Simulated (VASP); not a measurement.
# BN (P6_3/mmc) in VASP: notebook

Runs on BN. Level: r2SCAN. Tasks: single point.

All numbers are computed with VASP 6.6.1; they aren't measurements. Logs are shortened: lines on timing, memory, paths and dates and some standing lists are left out, and cuts for length are marked.

**1. The cell of the first run**

It takes space group P6_3/mmc (No. 194, hexagonal). Conventional cell: a = 2.501 Å, b = 2.501 Å, c = 6.874 Å, α = 90.00°, β = 90.00°, γ = 120.00°. B (site symmetry -6m2) has 3 N at 1.44 Å within 1.9 Å. Within 1.9 Å of N (site symmetry -6m2) lie 3 B at 1.44 Å.

**2. Single point, r2SCAN**

POSCAR reads:

```
BN
1.0
    2.5009753125      0.0000000000      0.0000000000
   -1.2504876563      2.1659081548      0.0000000000
    0.0000000000      0.0000000000      6.8741616654
B N
2 2
Direct
    0.3333333333      0.6666666667      0.2500000000
    0.6666666667      0.3333333333      0.7500000000
    0.3333333333      0.6666666667      0.7500000000
    0.6666666667      0.3333333333      0.2500000000
```

INCAR.step1 reads:

```
PREC = Accurate
ENCUT = 520
ISMEAR = 0
SIGMA = 0.02
LREAL = F
LASPH = T
NELM = 60
NBANDS = 16
GGA = PE
ALGO = Normal
EDIFF = 1E-4
LWAVE = T
LCHARG = F
```

INCAR.step2 reads:

```
PREC = Accurate
ENCUT = 520
EDIFF = 1E-7
ISMEAR = 0
SIGMA = 0.02
LREAL = F
LASPH = T
NELM = 60
ALGO = Normal
ISIF = 2
LWAVE = F
LCHARG = F
METAGGA = R2SCAN
LMIXTAU = T
NBANDS = 16
ISTART = 1
```

KPOINTS reads:

```
Automatic mesh
0
Gamma
  12 12 4
```

Potentials or basis: VASP PAW PBE potentials, release 64 (B, N).

On the command line:

```console
$ cat potpaw_PBE.64/B/POTCAR potpaw_PBE.64/N/POTCAR > POTCAR
$ cp INCAR.step1 INCAR
$ mpirun -np 1 vasp_std > vasp.out
$ cp INCAR.step2 INCAR
$ mpirun -np 1 vasp_std > vasp.out
```

OUTCAR:

```text
PREC = Accurate
   ENCUT = 520
   EDIFF = 1E-7
   ISMEAR = 0
   LREAL = F
   LASPH = T
   NELM = 60
   ISIF = 2
   METAGGA = R2SCAN
   ISTART = 1

 ion  position               nearest neighbor table
   1  0.333  0.667  0.250-   4 1.44   4 1.44   4 1.44
   2  0.667  0.333  0.750-   3 1.44   3 1.44   3 1.44
   3  0.333  0.667  0.750-   2 1.44   2 1.44   2 1.44
   4  0.667  0.333  0.250-   1 1.44   1 1.44   1 1.44

  LATTYP: Found a hexagonal cell.
 ALAT       =     2.5009753125
 C/A-ratio  =     2.7485923716

  Lattice vectors:

 A1 = (   2.5009753125,   0.0000000000,   0.0000000000)
 A2 = (  -1.2504876563,   2.1659081548,   0.0000000000)
 A3 = (   0.0000000000,   0.0000000000,   6.8741616654)

Analysis of symmetry for initial positions (statically):
=====================================================================
 Subroutine PRICEL returns:
 Original cell was already a primitive cell.

 Routine SETGRP: Setting up the symmetry group for a
 hexagonal supercell.

 Subroutine GETGRP returns: Found 24 space group operations
 (whereof 12 operations were pure point group operations)
 out of a pool of 24 trial point group operations.

The static configuration has the point symmetry D_3d.
 The point group associated with its full space group is D_6h.

Analysis of symmetry for dynamics (positions and initial velocities):
=====================================================================
 Subroutine PRICEL returns:
 Original cell was already a primitive cell.

 Routine SETGRP: Setting up the symmetry group for a
 hexagonal supercell.

 Subroutine GETGRP returns: Found 24 space group operations
 (whereof 12 operations were pure point group operations)
 out of a pool of 24 trial point group operations.

The dynamic configuration has the point symmetry D_3d.
 The point group associated with its full space group is D_6h.

 Subroutine INISYM returns: Found 24 space group operations
 (whereof 12 operations are pure point group operations),
 and found     1 'primitive' translations

----------------------------------------------------------------------------------------

                                     Primitive cell

  volume of cell :      37.2365

  direct lattice vectors                    reciprocal lattice vectors
     2.500975313  0.000000000  0.000000000     0.399844011  0.230850047  0.000000000
    -1.250487656  2.165908155  0.000000000     0.000000000  0.461700095  0.000000000
     0.000000000  0.000000000  6.874161665     0.000000000  0.000000000  0.145472284

  length of vectors
     2.500975313  2.500975312  6.874161665     0.461700095  0.461700095  0.145472284

  position of ions in fractional coordinates (direct lattice)
     0.333333333  0.666666667  0.250000000
     0.666666667  0.333333333  0.750000000
     0.333333333  0.666666667  0.750000000
     0.666666667  0.333333333  0.250000000

  ion indices of the primitive-cell ions
   primitive index   ion index
                 1           1
                 2           2
                 3           3
                 4           4

----------------------------------------------------------------------------------------

 KPOINTS: Automatic mesh

Automatic generation of k-mesh.
 Grid dimensions read from file:
 generate k-points for:   12   12    4

 Generating k-lattice:

  Cartesian coordinates                     Fractional coordinates (reciprocal lattice)
     0.033320334  0.019237504  0.000000000     0.083333333  0.000000000  0.000000000
     0.000000000  0.038475008  0.000000000     0.000000000  0.083333333  0.000000000
     0.000000000  0.000000000  0.036368071     0.000000000  0.000000000  0.250000000

  Length of vectors
     0.038475008  0.038475008  0.036368071

  Shift w.r.t. Gamma in fractional coordinates (k-lattice)
     0.000000000  0.000000000  0.000000000

 Subroutine IBZKPT returns following result:
 ===========================================

 Found     57 irreducible k-points:

 Following reciprocal coordinates:
            Coordinates               Weight
  0.000000  0.000000  0.000000      1.000000
  0.083333  0.000000  0.000000      6.000000
  0.166667  0.000000  0.000000      6.000000
  0.250000  0.000000  0.000000      6.000000
  0.333333  0.000000  0.000000      6.000000
  0.416667  0.000000  0.000000      6.000000
[... 16 lines left out ...]
  0.250000  0.000000  0.250000     12.000000
  0.333333  0.000000  0.250000     12.000000
 [... further k-points ...]
   k-points           NKPTS =     57   k-points in BZ     NKDIM =     57   number of bands    NBANDS=     16
   number of dos      NEDOS =    301   number of ions     NIONS =      4
   total plane-waves  NPLWV =  21600
   dimension x,y,z NGX =    20 NGY =   20 NGZ =   54
   dimension x,y,z NGXF=    40 NGYF=   40 NGZF=  108
   ions per type =               2   2
   NGX,Y,Z   is equivalent  to a cutoff of  13.29, 13.29, 13.06 a.u.
   NGXF,Y,Z  is equivalent  to a cutoff of  26.59, 26.59, 26.12 a.u.
 SYSTEM =  unknown system
   PREC   = accura    normal or accurate (medium, high low for compatibility)
   ISTART =      1    job   : 0-new  1-cont  2-samecut
   ICHARG =      0    charge: 1-file 2-atom 10-const
   ISPIN  =      1    spin polarized calculation?
   LNONCOLLINEAR =      F non collinear calculations
   LSORBIT =      F    spin-orbit coupling
   LASPH  =      T    aspherical Exc in radial PAW
   ENCUT  =  520.0 eV  38.22 Ry    6.18 a.u.   4.65  4.65 12.78*2*pi/ulx,y,z
   NELM   =     60;   NELMIN=  2; NELMDL=  0     # of ELM steps
   EDIFF  = 0.1E-06   stopping-criterion for ELM
   LREAL  =      F    real-space projection
   EDIFFG = 0.1E-05   stopping-criterion for IOM
   NSW    =      0    number of steps for IOM
   IBRION =     -1    ionic relax: 0-MD 1-quasi-New 2-CG
   NFREE  =      0    steps in history (QN), initial steepest desc. (CG)
   ISIF   =      2    stress and relaxation
   ISYM   =      2    0-nonsym 1-usesym 2-fastsym
   POTIM  = 0.5000    time-step for ionic-motion
   TEBEG  =    0.0;   TEEND  =   0.0 temperature during run
   PSTRESS=    0.0 pullay stress
   NELECT =      16.0000    total number of electrons
   NUPDOWN=      -1.0000    fix difference up-down
   EMIN   =  10.00;   EMAX   =-10.00  energy-range for DOS
   EFERMI =   0.00;   METHOD = LEGACY
   ISMEAR =     0;   SIGMA  =   0.02  broadening in eV -4-tet -1-fermi 0-gaus
   EFERMI_NEDOS =   21; number of points for ismear=-14 and -15
   IALGO  =     38    algorithm
   IMIX   =      4    mixing-type and parameters
     AMIX     =   0.40;   BMIX     =  1.00
     AMIX_MAG =   1.60;   BMIX_MAG =  1.00
  volume/ion in A,a.u.               =       9.31        62.82
  Fermi-wavevector in a.u.,A,eV,Ry     =   1.235355  2.334482 20.763877  1.526102
  Thomas-Fermi vector in A             =   2.370008
   LORBIT       =      0    0 simple, 1 ext, 2 COOP (PROOUT), +10 PAW based schemes
   METAGGA = R2SCAN    functional components
   LHFCALC =     F    Hartree Fock is set to
   AEXX    =    0.0000 exact exchange contribution
   IVDW    =     0    specifies the selected vdW correction
   LEPSILON=     F    determine dielectric tensor
   LRPA    =     F    only Hartree local field effects (RPA)
 non-spin polarized calculation
 Gauss-broadening in eV      SIGMA  =   0.02
  energy-cutoff  :      520.00
  volume of cell :       37.24
 maximum number of plane-waves:      1034
 NGX is ok and might be reduce to    20
   NGX =  9   NGY =  9   NGZ = 25

 number of electron      16.0000000 magnetization

 Free energy of the ion-electron system (eV)
  ---------------------------------------------------
  ext. energy  EPLUGINS =         0.00000000
  ---------------------------------------------------
  free energy    TOTEN  =       -38.59613756 eV

  energy without entropy =      -38.59613756  energy(sigma->0) =      -38.59613756

 E-fermi :   1.8683     XC(G=0): -10.5119

 val. band max:        1.7532057899   @ k =   0.3333   0.3333   0.5000
 cond. band min:       6.6800910420   @ k =   0.5000   0.0000   0.0000
 fundamental gap:      4.9268852521
 Fermi energy:         1.8683238763

 k-point     1 :       0.0000    0.0000    0.0000
  band No.  band energies     occupation
      1     -17.0311      2.00000
      2     -16.8094      2.00000
      3      -4.4966      2.00000
      4      -2.6502      2.00000
      5       0.4038      2.00000
      6       0.4038      2.00000
[... 8 lines left out ...]
     15      14.6572      0.00000
     16      16.0588      0.00000

 k-point     2 :       0.0833    0.0000    0.0000
  band No.  band energies     occupation
      1     -16.8896      2.00000
      2     -16.6714      2.00000
      3      -4.3025      2.00000
      4      -2.4730      2.00000
      5      -0.1838      2.00000
      6      -0.1621      2.00000
[... 8 lines left out ...]
     15      15.1731      0.00000
     16      15.5123      0.00000

 k-point     3 :       0.1667    0.0000    0.0000
  band No.  band energies     occupation
      1     -16.4731      2.00000
      2     -16.2658      2.00000
      3      -3.7276      2.00000
      4      -1.9520      2.00000
      5      -1.6730      2.00000
      6      -1.6464      2.00000
[... 8 lines left out ...]
     15      16.4280      0.00000
     16      16.5226      0.00000

 k-point     4 :       0.2500    0.0000    0.0000
  band No.  band energies     occupation
      1     -15.8111      2.00000
      2     -15.6229      2.00000
      3      -3.5600      2.00000
      4      -3.5170      2.00000
      5      -2.7997      2.00000
      6      -1.2967      2.00000
[... 8 lines left out ...]
     15      17.7335      0.00000
     16      18.8420      0.00000
[... 324 lines left out ...]
 k-point    22 :       0.1667    0.0000    0.2500
  band No.  band energies     occupation
      1     -16.4438      2.00000
      2     -16.2973      2.00000
      3      -3.5102      2.00000
      4      -2.2784      2.00000
      5      -1.6637      2.00000
      6      -1.6349      2.00000
[... 8 lines left out ...]
     15      16.4410      0.00000
     16      16.5082      0.00000

 k-point    23 :       0.2500    0.0000    0.2500
  band No.  band energies     occupation
      1     -15.7844      2.00000
      2     -15.6513      2.00000
      3      -3.5620      2.00000
      4      -3.5281      2.00000
      5      -2.5793      2.00000
      6      -1.4107      2.00000
[... 8 lines left out ...]
     15      18.8556      0.00000
     16      18.9250      0.00000

 k-point    24 :       0.3333    0.0000    0.2500
  band No.  band energies     occupation
      1     -14.9543      2.00000
      2     -14.8429      2.00000
      3      -5.4255      2.00000
      4      -5.3835      2.00000
      5      -1.9488      2.00000
      6      -1.9163      2.00000
[... 8 lines left out ...]
     15      19.4176      0.00000
     16      21.5362      0.00000

 [... further k-points ...]

------------------------ aborting loop because EDIFF is reached ----------------------------------------

  FORCE on cell =-STRESS in cart. coord.  units (eV):
  Direction    XX          YY          ZZ          XY          YZ          ZX
  --------------------------------------------------------------------------------------
  -------------------------------------------------------------------------------------
  Total        0.1563542      0.1563542     -0.0566444     -0.0000000      0.0000000      0.0000000
  in kB        6.7274582      6.7274582     -2.4372384     -0.0000000      0.0000000      0.0000000
  external PRESSURE =       3.6725593 kB  Pullay stress =       0.0000000 kB

 VOLUME and BASIS-vectors are now :
 -----------------------------------------------------------------------------
  energy-cutoff  :      520.00
  volume of cell :       37.24
      direct lattice vectors                 reciprocal lattice vectors
     2.500975313  0.000000000  0.000000000     0.399844011  0.230850047  0.000000000
    -1.250487656  2.165908155  0.000000000     0.000000000  0.461700095  0.000000000
     0.000000000  0.000000000  6.874161665     0.000000000  0.000000000  0.145472284

 POSITION                                       TOTAL-FORCE (eV/Angst)
 -----------------------------------------------------------------------------------
     -0.00000      1.44394      1.71854        -0.000000      0.000000      0.000000
      1.25049      0.72197      5.15562         0.000000      0.000000      0.000000
     -0.00000      1.44394      5.15562         0.000000     -0.000000      0.000000
      1.25049      0.72197      1.71854        -0.000000     -0.000000      0.000000
 -----------------------------------------------------------------------------------
    total drift:                               -0.000000      0.000000     -0.000000

  FREE ENERGIE OF THE ION-ELECTRON SYSTEM (eV)
  ---------------------------------------------------
  free  energy   TOTEN  =       -38.5961375562 eV

  energy  without entropy=      -38.5961375562  energy(sigma->0) =      -38.59613756
```

Wall time 78 s (1 thread of AMD EPYC 9R45 (Zen 5), shared host); peak memory 0.13 GiB.

What came out:

- Free energy: -38.5961 eV
- Pressure: 0.4 GPa
- Band gap on the k mesh: 4.93 eV, indirect (least direct gap 5.37 eV)

Stress tensor (GPa, compression positive):
```
 0.67  0.00  0.00
 0.00  0.67  0.00
 0.00  0.00 -0.24
```

Caveat: the PAW data sets were made with another functional, which shifts forces and pressure a little. r2SCAN opens gaps a little over a GGA but as a rule still falls short of measured ones.

**3. Single point, r2SCAN**

POSCAR is that of step 2.

INCAR.step1 reads:

```
PREC = Accurate ; ENCUT = 520
ISMEAR = 0 ; SIGMA = 0.05
LREAL = False ; LASPH = True
NELM = 60 ; NBANDS = 16
GGA = PE ; ALGO = Normal
EDIFF = 1E-4 ; LWAVE = True
LCHARG = False
```

INCAR.step2 reads:

```
PREC = Accurate ; ENCUT = 520
EDIFF = 1E-7 ; ISMEAR = 0
SIGMA = 0.05 ; LREAL = False
LASPH = True ; NELM = 60
ALGO = Normal ; ISIF = 2
LWAVE = False ; LCHARG = True
METAGGA = R2SCAN ; LMIXTAU = True
LELF = True ; LVHAR = True
NBANDS = 16 ; ISTART = 1
```

KPOINTS is that of step 2.

Potentials or basis: VASP PAW PBE potentials, release 64 (B, N).

On the command line:

```console
$ cat potpaw_PBE.64/B/POTCAR potpaw_PBE.64/N/POTCAR > POTCAR
$ cp INCAR.step1 INCAR
$ mpirun -np 1 vasp_std > vasp.out
$ cp INCAR.step2 INCAR
$ mpirun -np 1 vasp_std > vasp.out
```

Run time: 72 s. Hardware: 1 thread of AMD EPYC 9R45 (Zen 5), shared host; peak memory 0.13 GiB.

The run converged. Its results:

```yaml
Free_energy: -38.5961 eV
Pressure: 0.4 GPa
Band_gap_on_the_k_mesh: 4.93 eV, indirect (least direct gap 5.37 eV)
```

Stress tensor (GPa, compression positive):
```
 0.67  0.00  0.00
 0.00  0.67  0.00
 0.00  0.00 -0.24
```

Levels at points of the mesh, in eV from the valence-band top:
```csv
k point,band 6,band 7,band 8,band 9,band 10,band 11
"(0.00, 0.00, 0.00)",-1.35,-1.32,-1.32,5.40,10.61,12.34
"(0.50, 0.00, 0.00)",-4.24,-1.35,-0.51,4.93,6.19,10.21
"(0.00, 0.00, 0.50)",-1.34,-1.34,-1.34,7.70,7.70,12.39
"(0.50, 0.00, 0.50)",-4.27,-0.92,-0.92,5.36,5.36,10.65
```

Caveat: the PAW data sets were made with another functional, which shifts forces and pressure a little. A k mesh can miss the band edges.
